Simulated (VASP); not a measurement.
A run of VASP 6.6.1:

File INCAR:

```
PREC = Accurate ; ENCUT = 500
EDIFF = 1E-6 ; ISMEAR = 0
SIGMA = 0.01 ; LREAL = False
LASPH = True ; NELM = 120
ALGO = Normal ; ISIF = 2
LWAVE = False ; LCHARG = False
GGA = PE ; NBANDS = 16
GGA_COMPAT = False
```

The input KPOINTS:

```
regular mesh
0
Gamma
  6 6 6
```

POSCAR

```
CdS
1.0
    0.0000000000      2.9632923787      2.9632923787
    2.9632923787      0.0000000000      2.9632923787
    2.9632923787      2.9632923787      0.0000000000
Cd S
1 1
Direct
    0.0000000000      0.0000000000      0.0000000000
    0.2500000000      0.2500000000      0.2500000000
```

Potentials or basis: VASP PAW PBE potentials, release 64 (Cd, S).

Command:

```console
$ cat potpaw_PBE.64/Cd/POTCAR potpaw_PBE.64/S/POTCAR > POTCAR
$ mpirun -np 1 vasp_std > vasp.out
```

Hardware: 1 thread of Intel(R) Xeon(R) 6975P-C (Granite Rapids), with other jobs on the host.

**Question.** Estimate the wall time of this run.

**Answer.** Run time: 5.9 s on 1 thread of Intel(R) Xeon(R) 6975P-C (Granite Rapids), on a shared host, peak memory 0.17 GiB. Counts: scf iterations 14, k points 16.
